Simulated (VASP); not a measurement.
Here is a VASP 6.6.1 calculation.

Contents of POSCAR:

```
NaF
1.0
    3.8680646418      0.0000000000      0.0000000000
   -1.9340323209      3.3498422433      0.0000000000
    0.0000000000      0.0000000000      4.5513806497
Na F
2 2
Direct
    0.3333333333      0.6666666667     -0.0625000000
    0.6666666667      0.3333333333      0.4375000000
    0.3333333333      0.6666666667      0.4375000000
    0.6666666667      0.3333333333      0.9375000000
```

INCAR.step1

```
SYSTEM = NaF
  ALGO = Normal
  EDIFF = 1E-8
  ENCUT = 500
  GGA = PE
  ISMEAR = 0
  LASPH = .True.
  LCHARG = .False.
  LREAL = .False.
  LWAVE = .True.
  NELM = 80
  PREC = Accurate
  SIGMA = 0.01
```

The input INCAR.step2:

```
SYSTEM = NaF
  ALGO = Exact
  EDIFF = 1E-8
  ENCUT = 500
  GGA = PE
  ISMEAR = 0
  ISTART = 1
  LASPH = .True.
  LCHARG = .False.
  LOPTICS = .True.
  LREAL = .False.
  LWAVE = .True.
  NBANDS = 111
  NELM = 1
  PREC = Accurate
  SIGMA = 0.01
```

File INCAR.step3:

```
SYSTEM = NaF
  ALGO = EVGW0
  EDIFF = 1E-8
  ENCUT = 500
  ENCUTGW = 80.0
  GGA = PE
  ISMEAR = 0
  ISTART = 1
  LASPH = .True.
  LCHARG = .False.
  LREAL = .False.
  LWAVE = .False.
  NBANDS = 111
  NBANDSGW = 24
  NELMGW = 1
  NOMEGA = 96
  OMEGAMAX = 20
  PREC = Accurate
  PRECFOCK = Fast
  SIGMA = 0.01
```

KPOINTS

```
k-points
0
Gamma
  6 6 4
  0 0 0
```

Potentials or basis: VASP PAW PBE potentials, release 64 (Na_sv_GW, F_GW).

Run with:

```console
$ cat potpaw_PBE.64/Na_sv_GW/POTCAR potpaw_PBE.64/F_GW/POTCAR > POTCAR
$ cp INCAR.step1 INCAR
$ mpirun -np 1 vasp_std > vasp.out
$ cp INCAR.step2 INCAR
$ mpirun -np 1 vasp_std > vasp.out
$ cp INCAR.step3 INCAR
$ mpirun -np 1 vasp_std > vasp.out
```

Problem. Estimate the quasiparticle gap.

Solution. 9.79 eV.

Problem. Estimate the least direct quasiparticle gap.

Solution. 9.79 eV.

Problem. Estimate the band gap of the starting levels on the mesh.

Solution. 5.69 eV.

Caveat: bands, screening cutoff and mesh are small and nothing is extrapolated, so the quasiparticle values aren't converged; the structure was generated, so it needn't be the stable form of NaF.
